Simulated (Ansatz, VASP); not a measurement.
**Two plane-wave programs on RbBr**

File INCAR:

```
ALGO     = Normal         # electronic algorithm
EDIFF    = 1E-6           # SCF threshold, eV
ENCUT    = 520            # plane-wave cutoff, eV
GGA      = PS             # functional
ISIF     = 2              # what is computed and relaxed
ISMEAR   = 0              # smearing method
LASPH    = T              # aspherical terms in the spheres
LCHARG   = F              # write CHGCAR
LREAL    = F              # projectors in reciprocal space
LWAVE    = F              # write WAVECAR
NBANDS   = 15             # bands
NELM     = 100            # most SCF steps
PREC     = Accurate       # precision mode
SIGMA    = 0.05           # smearing width, eV
```

Contents of KPOINTS:

```
k-points
0
Gamma
  6 6 6
```

Contents of POSCAR:

```
RbBr
1.0
    4.0229253675      0.0000000000      0.0000000000
    0.0000000000      4.0229253675      0.0000000000
    0.0000000000      0.0000000000      4.2292292325
Rb Br
1 1
Direct
    0.0000000000      0.0000000000      0.0000000000
    0.5000000000      0.5000000000      0.5000000000
```

Input for Ansatz:

```yaml
crystal:
  lattice:
    - [4.0229253675, 0.0, 0.0]
    - [0.0, 4.0229253675, 0.0]
    - [0.0, 0.0, 4.2292292325]
  atoms:
    - { symbol: Rb, position: [0.0, 0.0, 0.0] }
    - { symbol: Br, position: [0.5, 0.5, 0.5] }
basis:
  ecutwfc: 420
kpoints:
  mp_grid: { grid: [6, 6, 6] }
hamiltonian:
  xc: pbesol
scf:
  occupations: { method: gaussian, width: 0.05 }
output:
  forces: true
  stress: true
  eigenvalues: true
```

Change from the starting cell: strain -0.025 along x and y, +0.025 along z, atoms carried along.

Alike in both runs: task single point; functional PBEsol; k mesh 6 × 6 × 6; occupations gaussian, width 0.05 eV; no spin polarisation.

|  | VASP | Ansatz |
| --- | --- | --- |
| version | VASP 6.6.1 | Ansatz 0.2.0 |
| potentials or method | VASP PAW PBE potentials, release 64 (Rb_sv, Br), cutoff 520 eV | scalar-relativistic, plane waves, PAW |
| valence electrons in the cell | 16 | 16 |

```tsv
	VASP	Ansatz	Ansatz less VASP
gap on the k mesh at the Fermi level (eV)	3.88	3.88	+0.002
least direct gap on the mesh (eV)	4.03	4.03	+0.001
pressure (GPa)	-0.2	-0.2	-0.04
traceless stress, the component that is largest in VASP (GPa)	-1.00	-1.00	+0.001
```

VASP's potentials were made for PBE, not for PBEsol.
